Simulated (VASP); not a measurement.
Input of a VASP 6.6.1 run:

INCAR

```
SYSTEM = LaAg
PREC     = Accurate       ! precision mode
ENCUT    = 520            ! plane-wave cutoff, eV
EDIFF    = 1E-6           ! SCF threshold, eV
ISMEAR   = 1              ! smearing method
SIGMA    = 0.1            ! smearing width, eV
LREAL    = .False.        ! projectors in reciprocal space
LASPH    = .True.         ! aspherical terms in the spheres
NELM     = 80             ! most SCF steps
ALGO     = Normal         ! electronic algorithm
ISIF     = 2              ! what is computed and relaxed
LWAVE    = .False.        ! write WAVECAR
LCHARG   = .False.        ! write CHGCAR
NBANDS   = 18             ! bands
```

File KPOINTS:

```
Automatic mesh
0
Gamma
  5 5 5
  0 0 0
```

POSCAR

```
LaAg
1.0
    3.7600000000      0.0000000000      0.0000000000
    0.0000000000      3.7600000000      0.0000000000
    0.0000000000      0.0000000000      3.7600000000
La Ag
1 1
Direct
    0.5000000000      0.5000000000      0.5000000000
    0.0000000000      0.0000000000      0.0000000000
```

Potentials or basis: VASP PAW LDA potentials, release 64 (La, Ag).

Run with:

```bash
$ cat potpaw_LDA.64/La/POTCAR potpaw_LDA.64/Ag/POTCAR > POTCAR
$ mpirun -np 1 vasp_std > vasp.out
```

Task: Predict the band gap on the k mesh.

Result: Zero (band 11 reaches 8.81 eV, above the bottom of band 12 at 6.95 eV).

Task: What does it give for the pressure?

Result: -2.4 GPa.

Caveat: spin-orbit coupling is left out, which moves the levels of the heavy elements.
